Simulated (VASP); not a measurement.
A run of VASP 6.6.1 is set up as follows.

File INCAR:

```
SYSTEM = MoSe
PREC     = Accurate       ! precision mode
ENCUT    = 600            ! plane-wave cutoff, eV
EDIFF    = 1E-7           ! SCF threshold, eV
ISMEAR   = 0              ! smearing method
SIGMA    = 0.1            ! smearing width, eV
LREAL    = .FALSE.        ! projectors in reciprocal space
LASPH    = .TRUE.         ! aspherical terms in the spheres
NELM     = 100            ! most SCF steps
ALGO     = Normal         ! electronic algorithm
ISIF     = 3              ! what is computed and relaxed
LWAVE    = .FALSE.        ! write WAVECAR
LCHARG   = .FALSE.        ! write CHGCAR
GGA      = PS             ! functional
IBRION   = 2              ! ionic algorithm
NSW      = 100            ! ionic steps
EDIFFG   = -0.01          ! ionic threshold
```

The input KPOINTS:

```
Automatic mesh
0
G
  14 14 14
  0 0 0
```

Contents of POSCAR:

```
MoSe
1.0
    3.1348264954      0.0000000000      0.0000000000
    0.0000000000      3.1348264954      0.0000000000
    0.0000000000      0.0000000000      3.1348264954
Mo Se
1 1
Direct
    0.0000000000      0.0000000000      0.0000000000
    0.5000000000      0.5000000000      0.5000000000
```

Potentials or basis: VASP PAW PBE potentials, release 64 (Mo_sv, Se).

Command:

```sh
$ cat potpaw_PBE.64/Mo_sv/POTCAR potpaw_PBE.64/Se/POTCAR > POTCAR
$ mpirun -np 1 vasp_std > vasp.out
```

Question: Estimate the space group after relaxing (to 0.05 Å).

Answer: Pm-3m (No. 221).

Question: What does it give for the band gap on the k mesh?

Answer: Zero (band 10 reaches 14.10 eV, above the bottom of band 11 at 10.71 eV).

Question: What does it give for the relaxed cell?

Answer: a = 3.110 Å, b = 3.110 Å, c = 3.110 Å, α = 90.00°, β = 90.00°, γ = 90.00°.

The path:
```csv
step,energy change (eV),largest force (eV/Å),pressure (GPa),volume (Å³)
1,0.0000,0.0000,-4.71,30.81
2,0.0238,0.0000,9.48,28.83
3,-0.0112,0.0000,-0.06,30.07
```

Caveat: the PAW data sets were made with another functional, which shifts forces and pressure a little.
